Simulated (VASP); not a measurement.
# Ga4Sb3P (P3m1) in VASP: settings compared

Ga4Sb3P is run at these levels: PBE, r2SCAN; tasks: single point, relaxation of cell and atoms.

Program: VASP 6.6.1. These are calculated values, not measurements. Logs are shortened: lines on timing, memory, paths and dates and some standing lists are left out, and cuts for length are marked.

### Step 1. The cell of the first run

Symmetry: P3m1, No. 156, trigonal system. Conventional cell: a = 4.264 Å, b = 4.264 Å, c = 14.032 Å, α = 90.00°, β = 90.00°, γ = 120.00°. P (site symmetry 3m) has 4 Ga at 2.40 to 2.55 Å within 3.2 Å. Within 3.5 Å of Sb (site symmetry 3m) lie 4 Ga at 2.64 to 2.69 Å. Sb (site symmetry 3m) has 4 Ga at 2.65 to 2.68 Å within 3.5 Å. Within 3.5 Å of Sb (site symmetry 3m) lie 4 Ga at 2.64 to 2.71 Å. Within 3.2 Å of Ga (site symmetry 3m) lie 1 P at 2.40 Å and 3 Sb at 2.65 Å. Within 3.5 Å of Ga (site symmetry 3m) lie 4 Sb at 2.64 to 2.69 Å. Within 3.5 Å of Ga (site symmetry 3m) lie 4 Sb at 2.64 to 2.68 Å. Ga (site symmetry 3m) has 3 P at 2.55 Å and 1 Sb at 2.71 Å within 3.4 Å.

### Step 2. Single point, PBE

Contents of INCAR:

```
ALGO     = Normal         # electronic algorithm
EDIFF    = 1E-6           # SCF threshold, eV
ENCUT    = 520            # plane-wave cutoff, eV
GGA      = PE             # functional
ISIF     = 2              # what is computed and relaxed
ISMEAR   = -1             # smearing method
LASPH    = T              # aspherical terms in the spheres
LCHARG   = F              # write CHGCAR
LREAL    = F              # projectors in reciprocal space
LWAVE    = F              # write WAVECAR
NBANDS   = 46             # bands
NELM     = 100            # most SCF steps
PREC     = Accurate       # precision mode
SIGMA    = 0.02           # smearing width, eV
```

Contents of KPOINTS:

```
k-points
0
Gamma
  6 6 2
```

Contents of POSCAR:

```
Ga4Sb3P
1.0
    4.2643083444      0.0000000000      0.0000000000
   -2.1321541722      3.6929993558      0.0000000000
    0.0000000000      0.0000000000     14.0318649931
P Sb Ga
1 3 4
Direct
    0.6666666667      0.3333333333     -0.0003149129
    0.6666666667      0.3333333333      0.4994708088
    0.3333333333      0.6666666667      0.7588493713
    0.3333333333      0.6666666667      0.2400167703
    0.6666666667      0.3333333333      0.8285290179
    0.6666666667      0.3333333333      0.3081059300
    0.3333333333      0.6666666667      0.5681333351
    0.3333333333      0.6666666667      0.0472096796
```

Potentials or basis: VASP PAW PBE potentials, release 64 (P, Sb, Ga_d).

Launch:

```
$ cat potpaw_PBE.64/P/POTCAR potpaw_PBE.64/Sb/POTCAR potpaw_PBE.64/Ga_d/POTCAR > POTCAR
$ mpirun -np 1 vasp_std > vasp.out
```

OUTCAR:

```text
EDIFF = 1E-6
   ENCUT = 520
   GGA = PE
   ISIF = 2
   ISMEAR = -1
   LASPH = T
   LREAL = F
   NELM = 100
   PREC = Accurate

 ion  position               nearest neighbor table
   1  0.667  0.333  1.000-   5 2.40   8 2.55   8 2.55   8 2.55
   2  0.667  0.333  0.499-   7 2.64   7 2.64   7 2.64   6 2.69
   3  0.333  0.667  0.759-   5 2.65   5 2.65   5 2.65   7 2.68
   4  0.333  0.667  0.240-   6 2.64   6 2.64   6 2.64   8 2.71
   5  0.667  0.333  0.829-   1 2.40   3 2.65   3 2.65   3 2.65
   6  0.667  0.333  0.308-   4 2.64   4 2.64   4 2.64   2 2.69
   7  0.333  0.667  0.568-   2 2.64   2 2.64   2 2.64   3 2.68
   8  0.333  0.667  0.047-   1 2.55   1 2.55   1 2.55   4 2.71

  LATTYP: Found a hexagonal cell.
 ALAT       =     4.2643083444
 C/A-ratio  =     3.2905371422

  Lattice vectors:

 A1 = (   4.2643083444,   0.0000000000,   0.0000000000)
 A2 = (  -2.1321541722,   3.6929993558,   0.0000000000)
 A3 = (   0.0000000000,   0.0000000000,  14.0318649931)

Analysis of symmetry for initial positions (statically):
=====================================================================
 Subroutine PRICEL returns:
 Original cell was already a primitive cell.

 Routine SETGRP: Setting up the symmetry group for a
 hexagonal supercell.

 Subroutine GETGRP returns: Found  6 space group operations
 (whereof  6 operations were pure point group operations)
 out of a pool of 24 trial point group operations.

The static configuration has the point symmetry C_3v.

Analysis of symmetry for dynamics (positions and initial velocities):
=====================================================================
 Subroutine PRICEL returns:
 Original cell was already a primitive cell.

 Routine SETGRP: Setting up the symmetry group for a
 hexagonal supercell.

 Subroutine GETGRP returns: Found  6 space group operations
 (whereof  6 operations were pure point group operations)
 out of a pool of 24 trial point group operations.

The dynamic configuration has the point symmetry C_3v.

 Subroutine INISYM returns: Found  6 space group operations
 (whereof  6 operations are pure point group operations),
 and found     1 'primitive' translations

----------------------------------------------------------------------------------------

                                     Primitive cell

  volume of cell :     220.9750

  direct lattice vectors                    reciprocal lattice vectors
     4.264308344  0.000000000  0.000000000     0.234504618  0.135391304  0.000000000
    -2.132154172  3.692999356  0.000000000     0.000000000  0.270782609  0.000000000
     0.000000000  0.000000000 14.031864993     0.000000000  0.000000000  0.071266364

  length of vectors
     4.264308344  4.264308344 14.031864993     0.270782609  0.270782609  0.071266364

  position of ions in fractional coordinates (direct lattice)
     0.666666667  0.333333333  0.999685087
     0.666666667  0.333333333  0.499470809
     0.333333333  0.666666667  0.758849371
     0.333333333  0.666666667  0.240016770
     0.666666667  0.333333333  0.828529018
     0.666666667  0.333333333  0.308105930
     0.333333333  0.666666667  0.568133335
     0.333333333  0.666666667  0.047209680

  ion indices of the primitive-cell ions
   primitive index   ion index
                 1           1
                 2           2
                 3           3
                 4           4
                 5           5
                 6           6
                 7           7
                 8           8

----------------------------------------------------------------------------------------

 KPOINTS: k-points

Automatic generation of k-mesh.
 Grid dimensions read from file:
 generate k-points for:    6    6    2

 Generating k-lattice:

  Cartesian coordinates                     Fractional coordinates (reciprocal lattice)
     0.039084103  0.022565217  0.000000000     0.166666667  0.000000000  0.000000000
     0.000000000  0.045130435  0.000000000     0.000000000  0.166666667  0.000000000
[... 54 lines left out ...]
 cond. band min:       4.7271421255   @ k =   0.0000   0.0000   0.0000
 fundamental gap:      0.1147896319
 Fermi energy:         4.6697473433

 k-point     1 :       0.0000    0.0000    0.0000
  band No.  band energies     occupation
      1     -10.7045      2.00000
      2     -10.6668      2.00000
      3     -10.6668      2.00000
      4     -10.6345      2.00000
      5     -10.6345      2.00000
      6     -10.4408      2.00000
[... 38 lines left out ...]
     45       8.0045      0.00000
     46       8.2213      0.00000

 k-point     2 :       0.1667    0.0000    0.0000
  band No.  band energies     occupation
      1     -10.7031      2.00000
      2     -10.6711      2.00000
      3     -10.6636      2.00000
      4     -10.6359      2.00000
      5     -10.6334      2.00000
      6     -10.4467      2.00000
[... 38 lines left out ...]
     45       8.3630      0.00000
     46       8.7385      0.00000

 k-point     3 :       0.3333    0.0000    0.0000
  band No.  band energies     occupation
      1     -10.7034      2.00000
      2     -10.6767      2.00000
      3     -10.6584      2.00000
      4     -10.6385      2.00000
      5     -10.6299      2.00000
      6     -10.4582      2.00000
[... 38 lines left out ...]
     45       8.5183      0.00000
     46       9.8450      0.00000

 k-point     4 :       0.5000    0.0000    0.0000
  band No.  band energies     occupation
      1     -10.7055      2.00000
      2     -10.6776      2.00000
      3     -10.6565      2.00000
      4     -10.6397      2.00000
      5     -10.6274      2.00000
      6     -10.4638      2.00000
[... 430 lines left out ...]
     45       8.6575      0.00000
     46       8.7331      0.00000

 k-point    13 :       0.3333    0.1667    0.5000
  band No.  band energies     occupation
      1     -10.7022      2.00000
      2     -10.6792      2.00000
      3     -10.6577      2.00000
      4     -10.6382      2.00000
      5     -10.6296      2.00000
      6     -10.4617      2.00000
[... 38 lines left out ...]
     45       8.7394      0.00000
     46       8.9820      0.00000

 k-point    14 :       0.3333    0.3333    0.5000
  band No.  band energies     occupation
      1     -10.6994      2.00000
      2     -10.6814      2.00000
      3     -10.6582      2.00000
      4     -10.6362      2.00000
      5     -10.6317      2.00000
      6     -10.4622      2.00000
[... 38 lines left out ...]
     45      10.0709      0.00000
     46      10.2225      0.00000

------------------------ aborting loop because EDIFF is reached ----------------------------------------

  FORCE on cell =-STRESS in cart. coord.  units (eV):
  Direction    XX          YY          ZZ          XY          YZ          ZX
  --------------------------------------------------------------------------------------
  -------------------------------------------------------------------------------------
  Total        0.1001617      0.1001617      0.1020441      0.0000000      0.0000000      0.0000000
  in kB        0.7262217      0.7262217      0.7398696      0.0000000      0.0000000      0.0000000
  external PRESSURE =       0.7307710 kB  Pullay stress =       0.0000000 kB

 VOLUME and BASIS-vectors are now :
 -----------------------------------------------------------------------------
  energy-cutoff  :      520.00
  volume of cell :      220.98
      direct lattice vectors                 reciprocal lattice vectors
     4.264308344  0.000000000  0.000000000     0.234504618  0.135391304  0.000000000
    -2.132154172  3.692999356  0.000000000     0.000000000  0.270782609  0.000000000
     0.000000000  0.000000000 14.031864993     0.000000000  0.000000000  0.071266364

 POSITION                                       TOTAL-FORCE (eV/Angst)
 -----------------------------------------------------------------------------------
      2.13215      1.23100     14.02745         0.000000     -0.000000     -0.003142
      2.13215      1.23100      7.00851         0.000000     -0.000000     -0.000764
     -0.00000      2.46200     10.64807         0.000000     -0.000000      0.001095
     -0.00000      2.46200      3.36788         0.000000     -0.000000     -0.001912
      2.13215      1.23100     11.62581         0.000000      0.000000      0.008445
      2.13215      1.23100      4.32330         0.000000     -0.000000      0.000355
     -0.00000      2.46200      7.97197         0.000000     -0.000000     -0.000409
     -0.00000      2.46200      0.66244        -0.000000      0.000000     -0.003668
 -----------------------------------------------------------------------------------
    total drift:                               -0.000000     -0.000000     -0.001775

  FREE ENERGIE OF THE ION-ELECTRON SYSTEM (eV)
  ---------------------------------------------------
  free  energy   TOTEN  =       -30.6443605240 eV

  energy  without entropy=      -30.6438956819  energy(sigma->0) =      -30.64412810
```

Wall time 5.2 min (1 thread of Intel Xeon 8259CL, shared host); peak memory 0.39 GiB.

Results:

```yaml
Free_energy: -30.6444 eV
Pressure: 0.1 GPa
Largest_force: 0.008 eV/Å
Band_gap_on_the_k_mesh: zero (bands 36 and 37 overlap by 0.11 eV)
```

Forces in eV/Å, atoms in the order of the input:
```
P    0.000  0.000 -0.003
Sb   0.000  0.000 -0.001
Sb   0.000  0.000  0.001
Sb   0.000  0.000 -0.002
Ga   0.000  0.000  0.008
Ga   0.000  0.000  0.000
Ga   0.000  0.000  0.000
Ga   0.000  0.000 -0.004
```

Caveat: semilocal functionals underestimate gaps, and a narrow one can read as zero; spin-orbit coupling is left out, which moves the levels of the heavy elements.

### Step 3. Single point, r2SCAN

This run uses another cell than the first one, of 26.64 Å³/atom.

Contents of POSCAR:

```
Ga4Sb3P
1.0
    4.2112978950      0.0000000000      0.0000000000
   -2.1056489475      3.6470909599      0.0000000000
    0.0000000000      0.0000000000     13.8753940947
P Sb Ga
1 3 4
Direct
    0.6666666667      0.3333333333     -0.0003541654
    0.6666666667      0.3333333333      0.4993827528
    0.3333333333      0.6666666667      0.7585676554
    0.3333333333      0.6666666667      0.2400849032
    0.6666666667      0.3333333333      0.8283963757
    0.6666666667      0.3333333333      0.3082891945
    0.3333333333      0.6666666667      0.5680990609
    0.3333333333      0.6666666667      0.0475342230
```

Contents of INCAR.step1:

```
SYSTEM = Ga4Sb3P
ALGO = Normal ; EDIFF = 1E-4
ENCUT = 520 ; GGA = PE
ISMEAR = -1 ; LASPH = .True.
LCHARG = .False. ; LREAL = .False.
LWAVE = .True. ; NBANDS = 46
NELM = 100 ; PREC = Accurate
SIGMA = 0.02
```

Contents of INCAR.step2:

```
SYSTEM = Ga4Sb3P
ALGO = Normal ; EDIFF = 1E-6
ENCUT = 520 ; ISIF = 2
ISMEAR = -1 ; ISTART = 1
LASPH = .True. ; LCHARG = .False.
LMIXTAU = .True. ; LREAL = .False.
LWAVE = .False. ; METAGGA = R2SCAN
NBANDS = 46 ; NELM = 100
PREC = Accurate ; SIGMA = 0.02
```

Contents of KPOINTS:

```
k-points
0
Gamma
  6 6 2
  0 0 0
```

Potentials or basis: VASP PAW PBE potentials, release 64 (P, Sb, Ga_d).

Launch:

```
$ cat potpaw_PBE.64/P/POTCAR potpaw_PBE.64/Sb/POTCAR potpaw_PBE.64/Ga_d/POTCAR > POTCAR
$ cp INCAR.step1 INCAR
$ mpirun -np 1 vasp_std > vasp.out
$ cp INCAR.step2 INCAR
$ mpirun -np 1 vasp_std > vasp.out
```

Wall time 18 min (1 thread of Intel Xeon 8259CL, shared host); peak memory 0.43 GiB.

Results (log left out):

```
Free energy            : -133.6313 eV
Pressure               : 0.1 GPa
Largest force          : 0.013 eV/Å
Band gap on the k mesh : zero (bands 36 and 37 overlap by 0.13 eV)
```

Forces on the atoms (eV/Å):
```
P    0.000  0.000 -0.004
Sb   0.000  0.000 -0.002
Sb   0.000  0.000  0.001
Sb   0.000  0.000 -0.002
Ga   0.000  0.000  0.013
Ga   0.000  0.000 -0.001
Ga   0.000  0.000  0.000
Ga   0.000  0.000 -0.003
```

Levels at points of the mesh, in eV from the Fermi level:
```
           k point  band 33  band 34  band 35  band 36  band 37  band 38  band 39  band 40
(0.00, 0.00, 0.00)    -0.56    -0.54    -0.40     0.06     0.06     0.97     1.34     1.67
(0.50, 0.00, 0.00)    -2.38    -2.29    -2.07    -1.34     0.65     1.05     1.11     1.99
(0.00, 0.00, 0.50)    -0.36    -0.36    -0.15    -0.06    -0.06     1.15     1.69     2.10
(0.50, 0.00, 0.50)    -2.35    -2.06    -1.76    -1.52     0.66     1.09     1.24     1.35
```

Caveat: semilocal functionals underestimate gaps, and a narrow one can read as zero; the PAW data sets were made with another functional, which shifts forces and pressure a little; spin-orbit coupling is left out, which moves the levels of the heavy elements.

### Step 4. Relaxation of cell and atoms, PBE

This run uses another cell than the first one, of 24.21 Å³/atom.

Contents of INCAR:

```
ALGO = Normal
EDIFF = 1E-7
EDIFFG = -0.005
ENCUT = 600
GGA = PE
IBRION = 2
ISIF = 3
ISMEAR = -1
LASPH = True
LCHARG = False
LREAL = False
LWAVE = False
NELM = 100
NSW = 80
PREC = Accurate
SIGMA = 0.02
```

Contents of KPOINTS:

```
k-points
0
Gamma
  6 6 2
```

Contents of POSCAR:

```
Ga4Sb3P
1.0
    4.0910561187      0.0000000000      0.0000000000
   -2.0455280594      3.5429585271      0.0000000000
    0.0000000000      0.0000000000     13.3613892838
P Sb Ga
1 3 4
Direct
    0.6666666667      0.3333333333      0.0000000000
    0.6666666667      0.3333333333      0.5000000000
    0.3333333333      0.6666666667      0.7500000000
    0.3333333333      0.6666666667      0.2500000000
    0.6666666667      0.3333333333      0.8125000000
    0.6666666667      0.3333333333      0.3125000000
    0.3333333333      0.6666666667      0.5625000000
    0.3333333333      0.6666666667      0.0625000000
```

Launch:

```
$ cat potpaw_PBE.64/P/POTCAR potpaw_PBE.64/Sb/POTCAR potpaw_PBE.64/Ga_d/POTCAR > POTCAR
$ mpirun -np 1 vasp_std > vasp.out
```

It took 58 min on 1 thread of Intel Xeon 8259CL, shared host; peak memory 0.47 GiB.

Results (log left out):

- Free energy: -30.6412 eV
- Relaxed volume: 27.67 Å³/atom
- Relaxed cell: a = 4.267 Å, b = 4.267 Å, c = 14.040 Å, α = 90.00°, β = 90.00°, γ = 120.00°
- Space group after relaxing (to 0.1 Å): P3m1 (No. 156)
- Energy gained by relaxing: 143.0 meV/atom
- Ionic steps: 18
- Pressure after relaxing: 0.0 GPa
- Largest force after relaxing: 0.004 eV/Å
- Band gap on the k mesh: zero (bands 36 and 37 overlap by 0.11 eV)

Forces on the atoms (eV/Å):
```
P    0.000  0.000  0.002
Sb   0.000  0.000  0.002
Sb   0.000  0.000 -0.003
Sb   0.000  0.000  0.002
Ga   0.000  0.000  0.004
Ga   0.000  0.000 -0.004
Ga   0.000  0.000 -0.004
Ga   0.000  0.000  0.000
```

Step by step:
```
step  energy change (eV)  largest force (eV/Å)  pressure (GPa)  volume (Å³)
   1              0.0000                1.8266            9.95       193.67
   2             -0.8393                0.6308           -2.93       238.94
   3             -0.9591                0.8823           -0.41       225.04
   4             -0.9589                0.8677           -0.60       225.70
   5             -1.0262                0.6048           -0.44       224.46
   6             -1.0843                0.6731            0.29       220.75
   7             -1.0944                0.4070            0.01       221.93
   8             -1.1235                0.2932            0.04       221.44
   9             -1.1260                0.3250            0.06       221.25
  10             -1.1421                0.1159           -0.03       221.40
  11             -1.1426                0.1319           -0.05       221.43
  12             -1.1440                0.0318            0.05       221.07
  13             -1.1440                0.0243            0.07       221.03
  14             -1.1441                0.0172           -0.05       221.55
  15             -1.1441                0.0165           -0.01       221.35
  16             -1.1441                0.0061            0.01       221.31
  17             -1.1441                0.0050            0.01       221.30
  18             -1.1441                0.0044           -0.02       221.40
```

Final structure:
```
CELL_PARAMETERS angstrom
4.26708 0.00000 0.00000
-2.13354 3.69540 0.00000
0.00000 0.00000 14.04047
ATOMIC_POSITIONS crystal
P 0.66667 0.33333 0.99960
Sb 0.66667 0.33333 0.49950
Sb 0.33333 0.66667 0.75892
Sb 0.33333 0.66667 0.23998
Ga 0.66667 0.33333 0.82853
Ga 0.66667 0.33333 0.30813
Ga 0.33333 0.66667 0.56820
Ga 0.33333 0.66667 0.04715
```

Levels at points of the mesh, in eV from the Fermi level:
```tsv
k point	band 32	band 33	band 34	band 35	band 36	band 37	band 38	band 39	band 40	band 41
(0.00, 0.00, 0.00)	-0.81	-0.50	-0.50	-0.45	0.06	0.06	0.40	0.88	1.23	2.59
(0.50, 0.00, 0.00)	-2.30	-2.16	-2.09	-1.87	-1.20	0.47	0.82	0.90	1.61	2.29
(0.00, 0.00, 0.50)	-0.89	-0.41	-0.33	-0.33	-0.06	-0.06	0.73	1.15	1.53	2.74
(0.50, 0.00, 0.50)	-2.29	-2.13	-1.86	-1.59	-1.38	0.47	0.80	0.99	1.14	2.89
```

Caveat: semilocal functionals underestimate gaps, and a narrow one can read as zero; spin-orbit coupling is left out, which moves the levels of the heavy elements.

### Step 5. The runs side by side

```tsv
task	level	cell	cutoff (eV)	gap on the mesh (eV)	pressure (GPa)	largest force (eV/Å)
single point	PBE	a = 4.264, b = 4.264, c = 14.032 Å, angles 90.0, 90.0, 120.0°, 8 atoms, atomic positions A	520	none	0.1	0.01
single point	r2SCAN	a = 4.211, b = 4.211, c = 13.875 Å, angles 90.0, 90.0, 120.0°, 8 atoms, atomic positions B	520	none	0.1	0.01
relaxation of cell and atoms	PBE	relaxed from a = 4.091, b = 4.091, c = 13.361 Å, angles 90.0, 90.0, 120.0°, 8 atoms, atomic positions C	600	none	0.0	-
```

Alike in all rows: potentials or basis VASP PAW PBE potentials, release 64 (P, Sb, Ga_d); no spin polarisation; k mesh 6 × 6 × 2; smearing fermi-dirac 0.02 eV.

Caveats: semilocal functionals underestimate gaps, and a narrow one can read as zero; spin-orbit coupling is left out, which moves the levels of the heavy elements; the PAW data sets were made with another functional, which shifts forces and pressure a little (at least some runs).

Total energies depend on the potentials used, so only differences within one code and one set of settings carry meaning.

The gap in the log of VASP goes by the Fermi energy; the results here count the filled bands.